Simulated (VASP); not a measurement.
Wanted: the native input for a VASP 6.6.1 run.

```yaml
Task: single point
Functional: PBE
Potentials_or_basis: VASP PAW PBE potentials, release 64 (Zn, S)
Cutoff: 500 eV
k_mesh: 2 × 2 × 2, shifted
Occupations: gaussian, width 0.1 eV
Spin: no spin polarisation
Dipole_correction: no
Further_INCAR_settings: ALGO = Normal; EDIFF = 1e-06; NBANDS = 16; ISYM = 0
```

The structure of ZnS lies in POSCAR:

```
ZnS
1.0
    0.0000000000      2.6936828773      2.6936828773
    2.6936828773      0.0000000000      2.6936828773
    2.6936828773      2.6936828773      0.0000000000
Zn S
1 1
Direct
    0.0000000000      0.0000000000      0.0000000000
    0.2500000000      0.2500000000      0.2500000000
```

The input as run:

INCAR

```
ALGO     = Normal         # electronic algorithm
EDIFF    = 1E-6           # SCF threshold, eV
ENCUT    = 500            # plane-wave cutoff, eV
GGA      = PE             # functional
GGA_COMPAT= False        
ISIF     = 2              # what is computed and relaxed
ISMEAR   = 0              # smearing method
ISYM     = 0            
LASPH    = True           # aspherical terms in the spheres
LCHARG   = True           # write CHGCAR
LELF     = True           # ELF
LREAL    = False          # projectors in reciprocal space
LVHAR    = True         
LWAVE    = False          # write WAVECAR
NBANDS   = 16             # bands
NELM     = 120            # most SCF steps
PREC     = Accurate       # precision mode
SIGMA    = 0.1            # smearing width, eV
```

KPOINTS

```
Automatic mesh
0
Gamma
  2 2 2
  0.5 0.5 0
```

Potentials or basis: VASP PAW PBE potentials, release 64 (Zn, S).

Launch:

```console
$ cat potpaw_PBE.64/Zn/POTCAR potpaw_PBE.64/S/POTCAR > POTCAR
$ mpirun -np 1 vasp_std > vasp.out
```

Results of the run:

| Item | Value |
| --- | --- |
| Pressure | 0.9 GPa |
| Band gap on the k mesh | 5.44 eV, indirect (least direct gap 5.77 eV) |

Caveat: the k points lie up to 1.01 Å⁻¹ apart.

It took 12 s on 1 thread of Intel(R) Xeon(R) Platinum 8259CL CPU @ 2.50GHz (Skylake/Cascade Lake), on a shared host, peak memory 0.15 GiB.
